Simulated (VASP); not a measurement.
TlGa, 8 atoms in the cell. The structure is cubic, space group Fm-3m (No. 225). The conventional cell has a = 5.994 Å, b = 5.994 Å, c = 5.994 Å, α = 90.00°, β = 90.00°, γ = 90.00°. Tl (site symmetry m-3m) has 6 Ga at 3.00 Å within 3.9 Å. Ga (site symmetry m-3m) has 6 Tl at 3.00 Å within 3.9 Å. 

- Program: VASP 6.6.1
- Task: single point
- Functional: PBE
- Potentials or basis: VASP PAW PBE potentials, release 64 (Tl_d, Ga_d)
- Cutoff: 500 eV
- k mesh: 6 × 4 × 4
- Occupations: gaussian, width 0.2 eV
- Spin: no spin polarisation
- Dipole correction: no
- Further INCAR settings: ALGO = Normal; EDIFF = 1e-06; NBANDS = 62

Potentials or basis: VASP PAW PBE potentials, release 64 (Tl_d, Ga_d).

Launch:

```sh
$ cat potpaw_PBE.64/Tl_d/POTCAR potpaw_PBE.64/Ga_d/POTCAR > POTCAR
$ mpirun -np 1 vasp_std > vasp.out
```

Hardware: 1 thread of Intel(R) Xeon(R) 6975P-C (Granite Rapids) (shared host).

Task: Estimate the wall time of this run.

Result: Wall time 2.3 min on 1 thread of Intel(R) Xeon(R) 6975P-C (Granite Rapids), with other jobs on the host, peak memory 0.45 GiB. Counts: scf iterations 11, k points 28.
